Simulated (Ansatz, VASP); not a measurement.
# One calculation of PbS, two programs

```xyz
2
Lattice="0.0000 2.9657 2.9657 2.9657 0.0000 2.9657 2.9657 2.9657 0.0000" Properties=species:S:1:pos:R:3 pbc="T T T"
Pb    0.0000    0.0000    0.0000
S     2.9657    2.9657    2.9657
```

Alike in both runs: task single point; functional PBE-based screened hybrid; k mesh 4 × 4 × 4; occupations fermi-dirac, width 0.05 eV; no spin polarisation.

|  | VASP | Ansatz |
| --- | --- | --- |
| version | VASP 6.6.1 | Ansatz 0.2.0 |
| potentials or method | VASP PAW PBE potentials, release 64 (Pb_d, S) | Ansatz PAW |
| plane-wave cutoff (eV) | 520 | 420 |
| valence electrons in the cell | 20 | 20 |

Ansatz gave:

- gap on the k mesh at the Fermi level (eV): 0.53
- least direct gap on the mesh (eV): 0.53
- pressure (GPa): 1.9

**Question.** Which values does VASP return?

**Answer.** gap on the k mesh at the Fermi level (eV): 0.54; least direct gap on the mesh (eV): 0.54; pressure (GPa): 1.7.

VASP's potentials were made for PBE, not for PBE-based screened hybrid.

The k mesh is coarse, so the values compare programs but aren't converged. Neither program's run includes spin-orbit coupling.
